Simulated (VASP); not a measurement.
# Hf8C in VASP: further runs

The runs below take Hf8C through single point, with PBE.

All numbers are computed with VASP 6.6.1; they aren't measurements. Logs are shortened: lines on timing, memory, paths and dates and some standing lists are left out, and cuts for length are marked.

## Step 1: The cell of the first run

The cell holds a slab with vacuum, 9 atoms: a = 6.410 Å, b = 5.068 Å, c = 18.950 Å, α = 90.00°, β = 90.00°, γ = 90.00°.

## Step 2: Single point, PBE

The input, INCAR:

```
ALGO = Normal
DIPOL = 0.5 0.5 0.317
EDIFF = 1E-6
ENCUT = 520
GGA = PE
IDIPOL = 3
ISIF = 2
ISMEAR = 0
LASPH = T
LCHARG = F
LDIPOL = T
LREAL = F
LWAVE = F
NBANDS = 52
NELM = 60
PREC = Accurate
SIGMA = 0.1
```

The input, KPOINTS:

```
k-points
0
Gamma
  4 5 1
```

The input, POSCAR:

```
Hf8C
1.0
    6.4096340743      0.0000000000      0.0000000000
    0.0000000000      5.0676933206      0.0000000000
    0.0000000000      0.0000000000     18.9500687204
Hf C
8 1
Direct
    0.0000000000      0.7500000000      0.2110810287
    0.5000000000      0.7500000000      0.2110810287
    0.2500000000      0.2500000000      0.2599014843
    0.7500000000      0.2500000000      0.2599014843
    0.2500000000      0.7500000000      0.3455348617
    0.7500000000      0.7500000000      0.3455348617
    0.0000000000      0.2500000000      0.3931420424
    0.5000000000      0.2500000000      0.3931420424
    0.1250000000      0.6250000000      0.4353709411
```

Potentials or basis: VASP PAW PBE potentials, release 64 (Hf_pv, C).

On the command line:

```sh
cat potpaw_PBE.64/Hf_pv/POTCAR potpaw_PBE.64/C/POTCAR > POTCAR
mpirun -np 1 vasp_std > vasp.out
```

OUTCAR:

```text
EDIFF = 1E-6
   ENCUT = 520
   GGA = PE
   ISIF = 2
   ISMEAR = 0
   LASPH = T
   LREAL = F
   NELM = 60
   PREC = Accurate

 ion  position               nearest neighbor table
   1  0.000  0.750  0.211-   5 3.01   6 3.01   3 3.14   4 3.14   3 3.14   4 3.14   2 3.20   2 3.20

   2  0.500  0.750  0.211-   5 3.01   6 3.01   3 3.14   4 3.14   3 3.14   4 3.14   1 3.20   1 3.20

   3  0.250  0.250  0.260-   7 2.99   8 2.99   5 3.01   5 3.01   1 3.14   1 3.14   2 3.14   2 3.14
                             4 3.20   4 3.20
   4  0.750  0.250  0.260-   7 2.99   8 2.99   6 3.01   6 3.01   1 3.14   1 3.14   2 3.14   2 3.14
                             3 3.20   3 3.20
   5  0.250  0.750  0.346-   9 1.99   3 3.01   3 3.01   2 3.01   1 3.01   7 3.13   8 3.13   7 3.13
                             8 3.13   6 3.20   6 3.20
   6  0.750  0.750  0.346-   4 3.01   4 3.01   1 3.01   2 3.01   8 3.13   7 3.13   7 3.13   8 3.13
                             5 3.20   5 3.20
   7  0.000  0.250  0.393-   9 2.21   4 2.99   3 2.99   6 3.13   5 3.13   5 3.13   6 3.13   8 3.20
                             8 3.20
   8  0.500  0.250  0.393-   3 2.99   4 2.99   5 3.13   6 3.13   5 3.13   6 3.13   7 3.20   7 3.20

   9  0.125  0.625  0.435-   5 1.99   7 2.21

  LATTYP: Found a simple orthorhombic cell.
 ALAT       =     5.0676933206
 B/A-ratio  =     1.2648030709
 C/A-ratio  =     3.7393874336

  Lattice vectors:

 A1 = (   0.0000000000,  -5.0676933206,   0.0000000000)
 A2 = (   6.4096340743,   0.0000000000,   0.0000000000)
 A3 = (   0.0000000000,   0.0000000000,  18.9500687204)

Analysis of symmetry for initial positions (statically):
=====================================================================
 Subroutine PRICEL returns:
 Original cell was already a primitive cell.

 Routine SETGRP: Setting up the symmetry group for a
 simple orthorhombic supercell.

 Subroutine GETGRP returns: Found  1 space group operations
 (whereof  1 operations were pure point group operations)
 out of a pool of  8 trial point group operations.

The static configuration has the point symmetry C_1 .

Analysis of symmetry for dynamics (positions and initial velocities):
=====================================================================
 Subroutine PRICEL returns:
 Original cell was already a primitive cell.

 Routine SETGRP: Setting up the symmetry group for a
 simple orthorhombic supercell.

 Subroutine GETGRP returns: Found  1 space group operations
 (whereof  1 operations were pure point group operations)
 out of a pool of  8 trial point group operations.

The dynamic configuration has the point symmetry C_1 .

 Subroutine INISYM returns: Found  1 space group operations
 (whereof  1 operations are pure point group operations),
 and found     1 'primitive' translations

----------------------------------------------------------------------------------------

                                     Primitive cell

  volume of cell :     615.5373

  direct lattice vectors                    reciprocal lattice vectors
     6.409634074  0.000000000  0.000000000     0.156015147  0.000000000  0.000000000
     0.000000000  5.067693321  0.000000000     0.000000000  0.197328437  0.000000000
     0.000000000  0.000000000 18.950068720     0.000000000  0.000000000  0.052770257

  length of vectors
     6.409634074  5.067693321 18.950068720     0.156015147  0.197328437  0.052770257

  position of ions in fractional coordinates (direct lattice)
     0.000000000  0.750000000  0.211081029
     0.500000000  0.750000000  0.211081029
     0.250000000  0.250000000  0.259901484
     0.750000000  0.250000000  0.259901484
     0.250000000  0.750000000  0.345534862
     0.750000000  0.750000000  0.345534862
     0.000000000  0.250000000  0.393142042
     0.500000000  0.250000000  0.393142042
     0.125000000  0.625000000  0.435370941

  ion indices of the primitive-cell ions
   primitive index   ion index
                 1           1
                 2           2
                 3           3
                 4           4
                 5           5
                 6           6
                 7           7
                 8           8
                 9           9

----------------------------------------------------------------------------------------

 KPOINTS: k-points

Automatic generation of k-mesh.
 Grid dimensions read from file:
 generate k-points for:    4    5    1

 Generating k-lattice:

  Cartesian coordinates                     Fractional coordinates (reciprocal lattice)
     0.039003787  0.000000000  0.000000000     0.250000000  0.000000000  0.000000000
     0.000000000  0.039465687  0.000000000     0.000000000  0.200000000  0.000000000
     0.000000000  0.000000000  0.052770257     0.000000000  0.000000000  1.000000000

  Length of vectors
     0.039003787  0.039465687  0.052770257

  Shift w.r.t. Gamma in fractional coordinates (k-lattice)
     0.000000000  0.000000000  0.000000000

 Subroutine IBZKPT returns following result:
 ===========================================

 Found     11 irreducible k-points:

 Following reciprocal coordinates:
            Coordinates               Weight
  0.000000  0.000000  0.000000      1.000000
  0.250000  0.000000  0.000000      2.000000
  0.500000  0.000000  0.000000      1.000000
  0.000000  0.200000  0.000000      2.000000
  0.250000  0.200000  0.000000      2.000000
 -0.250000  0.200000  0.000000      2.000000
  0.500000  0.200000  0.000000      2.000000
  0.000000  0.400000  0.000000      2.000000
  0.250000  0.400000  0.000000      2.000000
 -0.250000  0.400000  0.000000      2.000000
  0.500000  0.400000  0.000000      2.000000
   k-points           NKPTS =     11   k-points in BZ     NKDIM =     11   number of bands    NBANDS=     52
   number of dos      NEDOS =    301   number of ions     NIONS =      9
   total plane-waves  NPLWV = 276480
   dimension x,y,z NGX =    48 NGY =   40 NGZ =  144
   dimension x,y,z NGXF=    96 NGYF=   80 NGZF=  288
   ions per type =               8   1
   NGX,Y,Z   is equivalent  to a cutoff of  12.45, 13.12, 12.63 a.u.
   NGXF,Y,Z  is equivalent  to a cutoff of  24.90, 26.24, 25.27 a.u.
 SYSTEM =  unknown system
   PREC   = accura    normal or accurate (medium, high low for compatibility)
   ISTART =      0    job   : 0-new  1-cont  2-samecut
   ICHARG =      2    charge: 1-file 2-atom 10-const
   ISPIN  =      1    spin polarized calculation?
   LNONCOLLINEAR =      F non collinear calculations
   LSORBIT =      F    spin-orbit coupling
   LASPH  =      T    aspherical Exc in radial PAW
   ENCUT  =  520.0 eV  38.22 Ry    6.18 a.u.  11.92  9.42 35.23*2*pi/ulx,y,z
   NELM   =     60;   NELMIN=  2; NELMDL= -5     # of ELM steps
   EDIFF  = 0.1E-05   stopping-criterion for ELM
   LREAL  =      F    real-space projection
   EDIFFG = 0.1E-04   stopping-criterion for IOM
   NSW    =      0    number of steps for IOM
   IBRION =     -1    ionic relax: 0-MD 1-quasi-New 2-CG
   NFREE  =      0    steps in history (QN), initial steepest desc. (CG)
   ISIF   =      2    stress and relaxation
   ISYM   =      2    0-nonsym 1-usesym 2-fastsym
   POTIM  = 0.5000    time-step for ionic-motion
   TEBEG  =    0.0;   TEEND  =   0.0 temperature during run
   PSTRESS=    0.0 pullay stress
   NELECT =      84.0000    total number of electrons
   NUPDOWN=      -1.0000    fix difference up-down
   EMIN   =  10.00;   EMAX   =-10.00  energy-range for DOS
   EFERMI =   0.00;   METHOD = LEGACY
   ISMEAR =     0;   SIGMA  =   0.10  broadening in eV -4-tet -1-fermi 0-gaus
   EFERMI_NEDOS =   21; number of points for ismear=-14 and -15
   IALGO  =     38    algorithm
   IMIX   =      4    mixing-type and parameters
     AMIX     =   0.40;   BMIX     =  1.00
     AMIX_MAG =   1.60;   BMIX_MAG =  1.00
  volume/ion in A,a.u.               =      68.39       461.54
  Fermi-wavevector in a.u.,A,eV,Ry     =   0.842849  1.592754  9.665505  0.710395
  Thomas-Fermi vector in A             =   1.957622
   LORBIT       =      0    0 simple, 1 ext, 2 COOP (PROOUT), +10 PAW based schemes
   GGA     = PE    functional components
   LHFCALC =     F    Hartree Fock is set to
   AEXX    =    0.0000 exact exchange contribution
   IVDW    =     0    specifies the selected vdW correction
   LEPSILON=     F    determine dielectric tensor
   LRPA    =     F    only Hartree local field effects (RPA)
 non-spin polarized calculation
 Gauss-broadening in eV      SIGMA  =   0.10
  energy-cutoff  :      520.00
  volume of cell :      615.54
 maximum number of plane-waves:     16672
   NGX = 23   NGY = 19   NGZ = 71

 dipolmoment           0.000000      0.000000     -0.061917 electrons x Angstroem

 number of electron      84.0000000 magnetization

 dipolmoment           0.000000      0.000000      0.119538 electrons x Angstroem

 Free energy of the ion-electron system (eV)
  ---------------------------------------------------
  ext. energy  EPLUGINS =         0.00000000
  ---------------------------------------------------
  free energy    TOTEN  =       -79.74558044 eV

  energy without entropy =      -79.67791545  energy(sigma->0) =      -79.71174795

 E-fermi :  -1.2907     XC(G=0):  -4.4149

 val. band max:       -1.3372398507   @ k =   0.0000   0.4000   0.0000
 cond. band min:      -1.2810496615   @ k =   0.2500   0.4000   0.0000
 fundamental gap:      0.0561901892
 Fermi energy:        -1.2906634010

 k-point     1 :       0.0000    0.0000    0.0000
  band No.  band energies     occupation
      1     -32.6673      2.00000
      2     -32.5808      2.00000
      3     -32.5321      2.00000
      4     -32.4996      2.00000
      5     -32.4412      2.00000
      6     -32.4095      2.00000
[... 44 lines left out ...]
     51       0.0717      0.00000
     52       0.2939      0.00000

 k-point     2 :       0.2500    0.0000    0.0000
  band No.  band energies     occupation
      1     -32.6639      2.00000
      2     -32.5733      2.00000
      3     -32.5357      2.00000
      4     -32.4812      2.00000
      5     -32.4065      2.00000
      6     -32.3886      2.00000
[... 44 lines left out ...]
     51      -0.1071      0.00000
     52       0.2582      0.00000

 k-point     3 :       0.5000    0.0000    0.0000
  band No.  band energies     occupation
      1     -32.6604      2.00000
      2     -32.5626      2.00000
      3     -32.5424      2.00000
      4     -32.4559      2.00000
      5     -32.3909      2.00000
      6     -32.3605      2.00000
[... 44 lines left out ...]
     51       0.0386      0.00000
     52       0.2001      0.00000
[... 331 lines left out ...]
 k-point    10 :      -0.2500    0.4000    0.0000
  band No.  band energies     occupation
      1     -32.6703      2.00000
      2     -32.5974      2.00000
      3     -32.5431      2.00000
      4     -32.4459      2.00000
      5     -32.4174      2.00000
      6     -32.4063      2.00000
[... 44 lines left out ...]
     51      -0.0634      0.00000
     52       0.0915      0.00000

 k-point    11 :       0.5000    0.4000    0.0000
  band No.  band energies     occupation
      1     -32.6654      2.00000
      2     -32.5809      2.00000
      3     -32.5540      2.00000
      4     -32.4270      2.00000
      5     -32.3893      2.00000
      6     -32.3641      2.00000
[... 44 lines left out ...]
     51      -0.3611      0.00000
     52      -0.3003      0.00000

------------------------ aborting loop because EDIFF is reached ----------------------------------------

 vacuum level on the upper side and lower side of the slab       (xc-potential included)         0.191        -0.474

  FORCE on cell =-STRESS in cart. coord.  units (eV):
  Direction    XX          YY          ZZ          XY          YZ          ZX
  --------------------------------------------------------------------------------------
  -------------------------------------------------------------------------------------
  Total       -5.1365432     -2.1936765      3.6705505      1.4828884     -0.6085277     -2.7335508
  in kB      -13.3698697     -5.7099042      9.5540484      3.8597992     -1.5839321     -7.1151390
  external PRESSURE =      -3.1752418 kB  Pullay stress =       0.0000000 kB

 VOLUME and BASIS-vectors are now :
 -----------------------------------------------------------------------------
  energy-cutoff  :      520.00
  volume of cell :      615.54
      direct lattice vectors                 reciprocal lattice vectors
     6.409634074  0.000000000  0.000000000     0.156015147  0.000000000  0.000000000
     0.000000000  5.067693321  0.000000000     0.000000000  0.197328437  0.000000000
     0.000000000  0.000000000 18.950068720     0.000000000  0.000000000  0.052770257

 POSITION                                       TOTAL-FORCE (eV/Angst)
 -----------------------------------------------------------------------------------
      0.00000      3.80077      4.00000        -0.220489     -0.034107     -0.079486
      3.20482      3.80077      4.00000         0.119320     -0.061419     -0.392136
      1.60241      1.26692      4.92515         0.193978     -0.150838     -0.594001
      4.80723      1.26692      4.92515        -0.271045     -0.082747     -0.040770
      1.60241      3.80077      6.54791         1.426876      0.565256     -0.730765
      4.80723      3.80077      6.54791         0.460203     -0.065113      0.244960
      0.00000      1.26692      7.45007         0.295927      0.768945      1.445172
      3.20482      1.26692      7.45007        -0.037026      0.405327      0.099005
      0.80120      3.16731      8.25031        -1.967743     -1.345305      0.048022
 -----------------------------------------------------------------------------------
    total drift:                                0.000089      0.000008     -0.000414

  FREE ENERGIE OF THE ION-ELECTRON SYSTEM (eV)
  ---------------------------------------------------
  free  energy   TOTEN  =       -79.7455804433 eV

  energy  without entropy=      -79.6779154548  energy(sigma->0) =      -79.71174795

 vacuum level on the upper side and lower side of the slab         3.055         2.369
```

It took 7.4 min on 1 thread of AMD EPYC 9R45 (Zen 5), shared host; peak memory 0.72 GiB.

Results:

| Item | Value |
| --- | --- |
| Free energy | -79.7456 eV |
| Largest force | 2.384 eV/Å |
| Band gap on the k mesh | zero (bands 42 and 43 overlap by 0.29 eV) |

Forces in eV/Å, atoms in the order of the input:
```
Hf  -0.220 -0.034 -0.079
Hf   0.119 -0.061 -0.392
Hf   0.194 -0.151 -0.594
Hf  -0.271 -0.083 -0.041
Hf   1.427  0.565 -0.731
Hf   0.460 -0.065  0.245
Hf   0.296  0.769  1.445
Hf  -0.037  0.405  0.099
C   -1.968 -1.345  0.048
```

Levels at points of the mesh, in eV from the Fermi level:
```csv
k point,band 39,band 40,band 41,band 42,band 43,band 44,band 45,band 46
"(0.00, 0.00, 0.00)",-0.73,-0.35,-0.10,0.11,0.30,0.63,0.77,0.87
"(0.50, 0.00, 0.00)",-0.63,-0.41,-0.35,-0.31,-0.18,-0.05,0.26,0.43
```

Caveat: spin-orbit coupling is left out, which moves the levels of the heavy elements.

## Step 3: Single point, PBE

The input, INCAR:

```
SYSTEM = Hf8C
PREC     = Accurate       ! precision mode
ENCUT    = 520            ! plane-wave cutoff, eV
EDIFF    = 1E-7           ! SCF threshold, eV
ISMEAR   = 0              ! smearing method
SIGMA    = 0.1            ! smearing width, eV
LREAL    = .FALSE.        ! projectors in reciprocal space
LASPH    = .TRUE.         ! aspherical terms in the spheres
NELM     = 60             ! most SCF steps
ALGO     = Normal         ! electronic algorithm
ISIF     = 2              ! what is computed and relaxed
LWAVE    = .FALSE.        ! write WAVECAR
LCHARG   = .FALSE.        ! write CHGCAR
LDIPOL   = .TRUE.       
IDIPOL   = 3            
DIPOL    = 0.5 0.5 0.317
GGA      = PE             ! functional
NBANDS   = 52             ! bands
```

The input, KPOINTS:

```
regular mesh
0
G
  4 5 1
  0 0 0
```

Edit POSCAR of step 2 so:

```diff
@@ -16,2 +16,2 @@
     0.5000000000      0.2500000000      0.3931420424
-    0.1250000000      0.6250000000      0.4353709411
+    0.1875000000      0.5000000000      0.4350199876
```

Potentials or basis: VASP PAW PBE potentials, release 64 (Hf_pv, C).

On the command line:

```sh
cat potpaw_PBE.64/Hf_pv/POTCAR potpaw_PBE.64/C/POTCAR > POTCAR
mpirun -np 1 vasp_std > vasp.out
```

Run time: 8.1 min. Hardware: 1 thread of AMD EPYC 9R45 (Zen 5), shared host; peak memory 0.7 GiB.

It converged, with:

- Free energy: -79.9190 eV
- Largest force: 2.991 eV/Å
- Band gap on the k mesh: zero (bands 42 and 43 overlap by 0.26 eV)

Forces on the atoms (eV/Å):
```
Hf  -0.087  0.069  0.089
Hf   0.117 -0.103 -0.152
Hf   0.207 -0.301 -0.825
Hf  -0.098  0.057 -0.103
Hf   0.218  0.069  1.039
Hf  -0.039 -0.039 -0.357
Hf  -2.050 -1.909 -0.314
Hf  -0.942  0.817  0.602
C    2.675  1.339  0.023
```

Levels at points of the mesh, in eV from the Fermi level:
| k point | band 39 | band 40 | band 41 | band 42 | band 43 | band 44 | band 45 | band 46 |
| --- | --- | --- | --- | --- | --- | --- | --- | --- |
| (0.00, 0.00, 0.00) | -0.93 | -0.38 | -0.16 | 0.12 | 0.29 | 0.60 | 0.73 | 0.84 |
| (0.50, 0.00, 0.00) | -0.68 | -0.37 | -0.36 | -0.27 | -0.14 | -0.06 | 0.02 | 0.34 |

Caveat: spin-orbit coupling is left out, which moves the levels of the heavy elements.

[end of part 1 of 2]

The gap in the log of VASP goes by the Fermi energy; the results here count the filled bands.